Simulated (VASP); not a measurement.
Here is a VASP 6.6.1 calculation.

Contents of INCAR:

```
ALGO     = Normal         # electronic algorithm
EDIFF    = 1E-6           # SCF threshold, eV
ENCUT    = 520            # plane-wave cutoff, eV
GGA      = PE             # functional
ISIF     = 2              # what is computed and relaxed
ISMEAR   = 0              # smearing method
IVDW     = 13             # dispersion correction
LASPH    = T              # aspherical terms in the spheres
LCHARG   = F              # write CHGCAR
LREAL    = F              # projectors in reciprocal space
LWAVE    = F              # write WAVECAR
NBANDS   = 24             # bands
NELM     = 100            # most SCF steps
PREC     = Accurate       # precision mode
SIGMA    = 0.01           # smearing width, eV
```

Contents of KPOINTS:

```
k-points
0
Gamma
  6 6 6
```

File POSCAR:

```
KMgF3
1.0
    4.0354672483      0.0000000000      0.0000000000
    0.0000000000      4.0354672483      0.0000000000
    0.0000000000      0.0000000000      4.0354672483
K Mg F
1 1 3
Direct
    0.5000000000      0.5000000000      0.5000000000
    0.0000000000      0.0000000000      0.0000000000
    0.5000000000      0.0000000000      0.0000000000
    0.0000000000      0.5000000000      0.0000000000
    0.0000000000      0.0000000000      0.5000000000
```

Potentials or basis: VASP PAW PBE potentials, release 64 (K_sv, Mg, F).

Run with:

```bash
$ cat potpaw_PBE.64/K_sv/POTCAR potpaw_PBE.64/Mg/POTCAR potpaw_PBE.64/F/POTCAR > POTCAR
$ mpirun -np 1 vasp_std > vasp.out
```

What does it give for the pressure?

-0.5 GPa.

Predict the band gap on the k mesh.

7.03 eV (least direct gap 7.35 eV).

Predict the dispersion energy per atom.

-0.085 eV.

A k mesh can miss the band edges. As with any semilocal functional, this PBE gap is likely too small.
